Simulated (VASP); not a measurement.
Here is a VASP 6.6.1 calculation.

INCAR

```
SYSTEM = Te
PREC     = Accurate       ! precision mode
ENCUT    = 520            ! plane-wave cutoff, eV
EDIFF    = 1E-7           ! SCF threshold, eV
ISMEAR   = -1             ! smearing method
SIGMA    = 0.05           ! smearing width, eV
LREAL    = .False.        ! projectors in reciprocal space
LASPH    = .True.         ! aspherical terms in the spheres
NELM     = 60             ! most SCF steps
ALGO     = Normal         ! electronic algorithm
ISIF     = 2              ! what is computed and relaxed
LWAVE    = .False.        ! write WAVECAR
LCHARG   = .False.        ! write CHGCAR
GGA      = CA             ! functional
NBANDS   = 16             ! bands
```

Contents of KPOINTS:

```
regular mesh
0
Gamma
  8 8 5
  0 0 0
```

The input POSCAR:

```
Te
1.0
    4.2966332825      0.0000000000      0.0000000000
   -2.1483166412      3.7209935734      0.0000000000
    0.0000000000      0.0000000000      5.9041060663
Te
3
Direct
    0.2855404168      1.0000000000      0.3333333333
    1.0000000000      0.2855404168      0.6666666667
    0.7144595832      0.7144595832      1.0000000000
```

Potentials or basis: VASP PAW LDA potentials, release 64 (Te).

The run is started by

```sh
$ cat potpaw_LDA.64/Te/POTCAR > POTCAR
$ mpirun -np 1 vasp_std > vasp.out
```

(1) Estimate the largest force.

(2) What does it give for the pressure?

(3) Estimate the band gap on the k mesh.

Results:

(1) 0.025 eV/Å.

(2) 0.0 GPa.

(3) 0.43 eV (least direct gap 0.59 eV).

Caveat: spin-orbit coupling is left out, which moves the levels of the heavy elements; an odd mesh through Γ misses points on the zone boundary, where band edges can lie.
